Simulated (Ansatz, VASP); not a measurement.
Two plane-wave programs on La4HfO

```
La Hf O
1.0
     0.00000    4.47954    4.47954
     4.47954    0.00000    4.47954
     4.47954    4.47954    0.00000
La Hf O
4 1 1
Direct
  0.62458 0.62458 0.62458
  0.62458 0.62458 0.12625
  0.62458 0.12625 0.62458
  0.12625 0.62458 0.62458
  0.25000 0.25000 0.25000
  0.00000 0.00000 0.00000
```

Change from the starting cell: species swapped into the YbCdCu4 type (F-43m, No. 216).

Alike in both runs: functional PBE; k mesh 4 × 4 × 4; occupations gaussian, width 0.1 eV; no spin polarisation.

Ansatz relaxed the structure, and its values are those at the end. VASP's run is a single point on that final structure, the one shown.

```csv
,VASP,Ansatz
version,VASP 6.6.1,Ansatz 0.2.0
potentials or method,"VASP PAW PBE potentials, release 64 (La, Hf_pv, O), cutoff 520 eV","scalar-relativistic, plane waves, PAW"
valence electrons in the cell,60,76
```

```csv
,VASP,Ansatz,Ansatz less VASP
gap on the k mesh at the Fermi level (eV),none,none,-
pressure (GPa),0.0,0.1,+0.06
rms of the force components (eV/Å),0.009,0.004,-0.0056
```

A gap of «none» marks a metal or a gap that the smearing closes. VASP's potentials hold 60 valence electrons a cell and Ansatz's 76, so a difference there can come from the potentials and not from the codes.

Neither program's run includes spin-orbit coupling.
